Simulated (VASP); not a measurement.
# PbS (P2_1/m) in VASP: single point with PBE+D3(BJ)

Aim: the single point of PbS with PBE+D3(BJ).

All numbers are computed with VASP 6.6.1; they aren't measurements. Logs are shortened: lines on timing, memory, paths and dates and some standing lists are left out, and cuts for length are marked.

## Step 1: The cell of the first run

It takes space group P2_1/m (No. 11, monoclinic). The conventional cell has a = 4.196 Å, b = 4.196 Å, c = 11.935 Å, α = 90.00°, β = 96.05°, γ = 90.00°. Pb (site symmetry m) has 6 S at 2.97 to 3.22 Å and 2 Pb at 3.73 Å within 3.9 Å. Within 3.9 Å of Pb (site symmetry m) lie 6 S at 2.97 Å. S (site symmetry m) has 6 Pb at 2.97 to 3.22 Å and 2 S at 3.73 Å within 3.9 Å. Within 3.9 Å of S (site symmetry m) lie 6 Pb at 2.97 Å.

## Step 2: Single point, PBE+D3(BJ) (the part above a cut slid along it)

The input, INCAR:

```
SYSTEM = PbS
  PREC = Accurate
  ENCUT = 520
  EDIFF = 1E-7
  ISMEAR = 0
  SIGMA = 0.03
  LREAL = .FALSE.
  LASPH = .TRUE.
  NELM = 100
  ALGO = Normal
  ISIF = 2
  LWAVE = .FALSE.
  LCHARG = .FALSE.
  GGA = PE
  IVDW = 12
  NBANDS = 50
```

The input, KPOINTS:

```
Automatic mesh
0
G
  8 8 3
  0 0 0
```

The input, POSCAR:

```
PbS
1.0
   -2.9671314639     -2.9671314639      0.0000000000
    2.9671314639     -2.9671314639      0.0000000000
   -0.8901394392     -0.8901394392     11.8685258554
Pb S
4 4
Direct
    0.4625000000      0.5000000000      0.1250000000
   -0.1125000000      0.0000000000      0.3750000000
    0.3125000000      0.5000000000      0.6250000000
   -0.2625000000      0.0000000000      0.8750000000
   -0.0375000000      0.0000000000      0.1250000000
    0.3875000000      0.5000000000      0.3750000000
   -0.1875000000      0.0000000000      0.6250000000
    0.2375000000      0.5000000000      0.8750000000
```

Potentials or basis: VASP PAW PBE potentials, release 64 (Pb_d, S).

Launch:

```bash
> cat potpaw_PBE.64/Pb_d/POTCAR potpaw_PBE.64/S/POTCAR > POTCAR
> mpirun -np 1 vasp_std > vasp.out
```

OUTCAR:

```text
SYSTEM = PbS
   PREC = Accurate
   ENCUT = 520
   EDIFF = 1E-7
   ISMEAR = 0
   LREAL = .FALSE.
   LASPH = .TRUE.
   NELM = 100
   ISIF = 2
   GGA = PE
   IVDW = 12
 IVDW          = 12

 ion  position               nearest neighbor table
   1  0.462  0.500  0.125-   6 2.97   5 2.97   5 2.97   5 2.97   5 2.97   8 3.22   4 3.73   4 3.73

   2  0.888  0.000  0.375-   5 2.97   7 2.97   6 2.97   6 2.97   6 2.97   6 2.97
   3  0.312  0.500  0.625-   6 2.97   8 2.97   7 2.97   7 2.97   7 2.97   7 2.97
   4  0.737  0.000  0.875-   7 2.97   8 2.97   8 2.97   8 2.97   8 2.97   5 3.22   1 3.73   1 3.73

   5  0.962  0.000  0.125-   2 2.97   1 2.97   1 2.97   1 2.97   1 2.97   4 3.22
   6  0.388  0.500  0.375-   1 2.97   3 2.97   2 2.97   2 2.97   2 2.97   2 2.97
   7  0.812  0.000  0.625-   2 2.97   4 2.97   3 2.97   3 2.97   3 2.97   3 2.97
   8  0.237  0.500  0.875-   3 2.97   4 2.97   4 2.97   4 2.97   4 2.97   1 3.22

  LATTYP: Found a simple monoclinic cell.
 ALAT       =     4.1961575576
 B/A-ratio  =     1.0000000000
 C/A-ratio  =     2.8442925306
 COS(beta)  =    -0.1054743831

  Lattice vectors:

 A1 = (  -2.9671314639,  -2.9671314639,   0.0000000000)
 A2 = (  -2.9671314639,   2.9671314639,   0.0000000000)
 A3 = (   0.8901394392,   0.8901394392, -11.8685258554)

Analysis of symmetry for initial positions (statically):
=====================================================================
 Subroutine PRICEL returns:
 Original cell was already a primitive cell.

 Routine SETGRP: Setting up the symmetry group for a
 simple monoclinic supercell.

 Subroutine GETGRP returns: Found  4 space group operations
 (whereof  2 operations were pure point group operations)
 out of a pool of  4 trial point group operations.

The static configuration has the point symmetry C_1h.
 The point group associated with its full space group is C_2h.

Analysis of symmetry for dynamics (positions and initial velocities):
=====================================================================
 Subroutine PRICEL returns:
 Original cell was already a primitive cell.

 Routine SETGRP: Setting up the symmetry group for a
 simple monoclinic supercell.

 Subroutine GETGRP returns: Found  4 space group operations
 (whereof  2 operations were pure point group operations)
 out of a pool of  4 trial point group operations.

The dynamic configuration has the point symmetry C_1h.
 The point group associated with its full space group is C_2h.

 Subroutine INISYM returns: Found  4 space group operations
 (whereof  2 operations are pure point group operations),
 and found     1 'primitive' translations

----------------------------------------------------------------------------------------

                                     Primitive cell

  volume of cell :     208.9779

  direct lattice vectors                    reciprocal lattice vectors
    -2.967131464 -2.967131464  0.000000000    -0.168512924 -0.168512924 -0.025276939
     2.967131464 -2.967131464  0.000000000     0.168512924 -0.168512924  0.000000000
    -0.890139439 -0.890139439 11.868525855     0.000000000  0.000000000  0.084256462

  length of vectors
     4.196157558  4.196157558 11.935099598     0.239650026  0.238313263  0.084256462

  position of ions in fractional coordinates (direct lattice)
     0.462500000  0.500000000  0.125000000
     0.887500000  0.000000000  0.375000000
     0.312500000  0.500000000  0.625000000
     0.737500000  0.000000000  0.875000000
     0.962500000  0.000000000  0.125000000
     0.387500000  0.500000000  0.375000000
     0.812500000  0.000000000  0.625000000
     0.237500000  0.500000000  0.875000000

  ion indices of the primitive-cell ions
   primitive index   ion index
                 1           1
                 2           2
                 3           3
                 4           4
                 5           5
                 6           6
                 7           7
                 8           8

----------------------------------------------------------------------------------------

 KPOINTS: Automatic mesh

Automatic generation of k-mesh.
 Grid dimensions read from file:
 generate k-points for:    8    8    3

 Generating k-lattice:

  Cartesian coordinates                     Fractional coordinates (reciprocal lattice)
    -0.021064116 -0.021064116 -0.003159617     0.125000000  0.000000000  0.000000000
     0.021064116 -0.021064116  0.000000000     0.000000000  0.125000000  0.000000000
     0.000000000  0.000000000  0.028085487     0.000000000  0.000000000  0.333333333

  Length of vectors
     0.029956253  0.029789158  0.028085487

  Shift w.r.t. Gamma in fractional coordinates (k-lattice)
     0.000000000  0.000000000  0.000000000

 Subroutine IBZKPT returns following result:
 ===========================================

 Found     65 irreducible k-points:

 Following reciprocal coordinates:
            Coordinates               Weight
  0.000000  0.000000  0.000000      1.000000
  0.125000  0.000000 -0.000000      2.000000
  0.250000  0.000000 -0.000000      2.000000
  0.375000  0.000000  0.000000      2.000000
  0.500000  0.000000 -0.000000      1.000000
  0.000000  0.125000  0.000000      2.000000
[... 16 lines left out ...]
  0.250000  0.500000 -0.000000      2.000000
  0.375000  0.500000 -0.000000      2.000000
 [... further k-points ...]
   k-points           NKPTS =     65   k-points in BZ     NKDIM =     65   number of bands    NBANDS=     50
   number of dos      NEDOS =    301   number of ions     NIONS =      8
   total plane-waves  NPLWV =  92160
   dimension x,y,z NGX =    32 NGY =   32 NGZ =   90
   dimension x,y,z NGXF=    64 NGYF=   64 NGZF=  180
   ions per type =               4   4
   NGX,Y,Z   is equivalent  to a cutoff of  12.68, 12.68, 12.54 a.u.
   NGXF,Y,Z  is equivalent  to a cutoff of  25.36, 25.36, 25.07 a.u.
 SYSTEM =  PbS
   PREC   = accura    normal or accurate (medium, high low for compatibility)
   ISTART =      0    job   : 0-new  1-cont  2-samecut
   ICHARG =      2    charge: 1-file 2-atom 10-const
   ISPIN  =      1    spin polarized calculation?
   LNONCOLLINEAR =      F non collinear calculations
   LSORBIT =      F    spin-orbit coupling
   LASPH  =      T    aspherical Exc in radial PAW
   ENCUT  =  520.0 eV  38.22 Ry    6.18 a.u.   7.80  7.80 22.19*2*pi/ulx,y,z
   NELM   =    100;   NELMIN=  2; NELMDL= -5     # of ELM steps
   EDIFF  = 0.1E-06   stopping-criterion for ELM
   LREAL  =      F    real-space projection
   EDIFFG = 0.1E-05   stopping-criterion for IOM
   NSW    =      0    number of steps for IOM
   IBRION =     -1    ionic relax: 0-MD 1-quasi-New 2-CG
   NFREE  =      0    steps in history (QN), initial steepest desc. (CG)
   ISIF   =      2    stress and relaxation
   ISYM   =      2    0-nonsym 1-usesym 2-fastsym
   POTIM  = 0.5000    time-step for ionic-motion
   TEBEG  =    0.0;   TEEND  =   0.0 temperature during run
   PSTRESS=    0.0 pullay stress
   NELECT =      80.0000    total number of electrons
   NUPDOWN=      -1.0000    fix difference up-down
   EMIN   =  10.00;   EMAX   =-10.00  energy-range for DOS
   EFERMI =   0.00;   METHOD = LEGACY
   ISMEAR =     0;   SIGMA  =   0.03  broadening in eV -4-tet -1-fermi 0-gaus
   EFERMI_NEDOS =   21; number of points for ismear=-14 and -15
   IALGO  =     38    algorithm
   IMIX   =      4    mixing-type and parameters
     AMIX     =   0.40;   BMIX     =  1.00
     AMIX_MAG =   1.60;   BMIX_MAG =  1.00
  volume/ion in A,a.u.               =      26.12       176.28
  Fermi-wavevector in a.u.,A,eV,Ry     =   1.188698  2.246313 19.225058  1.413002
  Thomas-Fermi vector in A             =   2.324821
   LORBIT       =      0    0 simple, 1 ext, 2 COOP (PROOUT), +10 PAW based schemes
   GGA     = PE    functional components
   LHFCALC =     F    Hartree Fock is set to
   AEXX    =    0.0000 exact exchange contribution
   IVDW    =    12    specifies the selected vdW correction
   LEPSILON=     F    determine dielectric tensor
   LRPA    =     F    only Hartree local field effects (RPA)
 non-spin polarized calculation
 Gauss-broadening in eV      SIGMA  =   0.03
  energy-cutoff  :      520.00
  volume of cell :      208.98
 maximum number of plane-waves:      5656
   NGX = 15   NGY = 15   NGZ = 45

 number of electron      79.9999995 magnetization

 Free energy of the ion-electron system (eV)
  ---------------------------------------------------
  ext. energy  EPLUGINS =         0.00000000
  ---------------------------------------------------
  free energy    TOTEN  =       -34.72404112 eV

  energy without entropy =      -34.72404112  energy(sigma->0) =      -34.72404112

 E-fermi :   5.7680     XC(G=0):  -9.6971

 val. band max:        5.5703244207   @ k =   0.5000   0.0000   0.3333
 cond. band min:       6.0982635905   @ k =   0.0000   0.5000   0.0000
 fundamental gap:      0.5279391698
 Fermi energy:         5.7679950894

 k-point     1 :       0.0000    0.0000    0.0000
  band No.  band energies     occupation
      1     -11.2253      2.00000
      2     -11.1834      2.00000
      3     -11.1640      2.00000
      4     -11.1328      2.00000
      5     -11.1099      2.00000
      6     -11.1097      2.00000
[... 42 lines left out ...]
     49      10.8159      0.00000
     50      10.9965      0.00000

 k-point     2 :       0.1250    0.0000   -0.0000
  band No.  band energies     occupation
      1     -11.2174      2.00000
      2     -11.1778      2.00000
      3     -11.1640      2.00000
      4     -11.1305      2.00000
      5     -11.1065      2.00000
      6     -11.1054      2.00000
[... 42 lines left out ...]
     49      10.4771      0.00000
     50      10.5789      0.00000

 k-point     3 :       0.2500    0.0000   -0.0000
  band No.  band energies     occupation
      1     -11.1985      2.00000
      2     -11.1662      2.00000
      3     -11.1643      2.00000
      4     -11.1282      2.00000
      5     -11.1016      2.00000
      6     -11.0949      2.00000
[... 1102 lines left out ...]
     49       9.9819      0.00000
     50       9.9847      0.00000

 k-point    24 :       0.3750    0.5000   -0.0000
  band No.  band energies     occupation
      1     -11.2092      2.00000
      2     -11.2092      2.00000
      3     -11.1632      2.00000
      4     -11.1632      2.00000
      5     -11.1451      2.00000
      6     -11.1451      2.00000
[... 42 lines left out ...]
     49      10.7272      0.00000
     50      10.7437      0.00000

 [... further k-points ...]

------------------------ aborting loop because EDIFF is reached ----------------------------------------

 Edisp (eV)   -2.77885

 E8    (eV) :    -1.2522

  FORCE on cell =-STRESS in cart. coord.  units (eV):
  Direction    XX          YY          ZZ          XY          YZ          ZX
  --------------------------------------------------------------------------------------
  -------------------------------------------------------------------------------------
  Total      -0.63365    -0.63365    -1.81840    -0.86224     0.78800     0.78800
  in kB      -4.85800    -4.85800   -13.94118    -6.61055     6.04137     6.04137
  external pressure =       -7.89 kB  Pullay stress =        0.00 kB

 VOLUME and BASIS-vectors are now :
 -----------------------------------------------------------------------------
  energy-cutoff  :      520.00
  volume of cell :      208.98
      direct lattice vectors                 reciprocal lattice vectors
    -2.967131464 -2.967131464  0.000000000    -0.168512924 -0.168512924 -0.025276939
     2.967131464 -2.967131464  0.000000000     0.168512924 -0.168512924  0.000000000
    -0.890139439 -0.890139439 11.868525855     0.000000000  0.000000000  0.084256462

 POSITION                                       TOTAL-FORCE (eV/Angst)
 -----------------------------------------------------------------------------------
     -0.00000     -2.96713      1.48357         0.153490      0.153490      0.200927
     -2.96713     -2.96713      4.45070         0.006027      0.006027     -0.250433
     -0.00000     -2.96713      7.41783        -0.006027     -0.006027      0.250433
     -2.96713     -2.96713     10.38496        -0.153490     -0.153490     -0.200927
     -2.96713     -2.96713      1.48357         0.022492      0.022492      0.283750
     -0.00000     -2.96713      4.45070         0.016399      0.016399     -0.275297
     -2.96713     -2.96713      7.41783        -0.016399     -0.016399      0.275297
     -0.00000     -2.96713     10.38496        -0.022492     -0.022492     -0.283750
 -----------------------------------------------------------------------------------
    total drift:                                0.000001      0.000001     -0.000004

  FREE ENERGIE OF THE ION-ELECTRON SYSTEM (eV)
  ---------------------------------------------------
  free  energy   TOTEN  =       -37.5028952585 eV

  energy  without entropy=      -37.5028952585  energy(sigma->0) =      -37.50289526
```

Run time: 11 min. Hardware: 1 thread of Intel Xeon 8259CL, shared host; peak memory 0.6 GiB.

Results:

| Property | Result |
| --- | --- |
| Free energy | -37.5029 eV |
| Pressure | -0.8 GPa |
| Largest force | 0.296 eV/Å |
| Band gap on the k mesh | 0.53 eV (least direct gap 0.64 eV) |
| Dispersion energy per atom | -0.347 eV |

Forces on the atoms (eV/Å):
```
Pb   0.153  0.153  0.201
Pb   0.006  0.006 -0.250
Pb  -0.006 -0.006  0.250
Pb  -0.153 -0.153 -0.201
S    0.022  0.022  0.284
S    0.016  0.016 -0.275
S   -0.016 -0.016  0.275
S   -0.022 -0.022 -0.284
```

Stress tensor (GPa, compression positive):
```
-0.49 -0.66  0.60
-0.66 -0.49  0.60
 0.60  0.60 -1.39
```

Levels at points of the mesh, in eV from the valence-band top:
```
           k point  band 36  band 37  band 38  band 39  band 40  band 41  band 42  band 43  band 44  band 45
(0.00, 0.00, 0.00)    -2.15    -1.88    -1.63    -1.50    -1.48     1.95     3.00     4.19     4.58     4.81
(0.50, 0.00, 0.00)    -1.24    -0.67    -0.43    -0.10    -0.02     0.63     0.89     1.64     1.65     1.73
(0.00, 0.50, 0.00)    -1.43    -0.38    -0.38    -0.12    -0.12     0.53     0.53     1.41     1.41     2.25
(0.50, 0.50, 0.00)    -3.43    -2.76    -2.76    -0.94    -0.94     2.24     2.24     4.14     4.14     4.58
```

Caveat: the cell differs from its parent crystal (the part above a cut slid along it); spin-orbit coupling is left out, which moves the levels of the heavy elements.
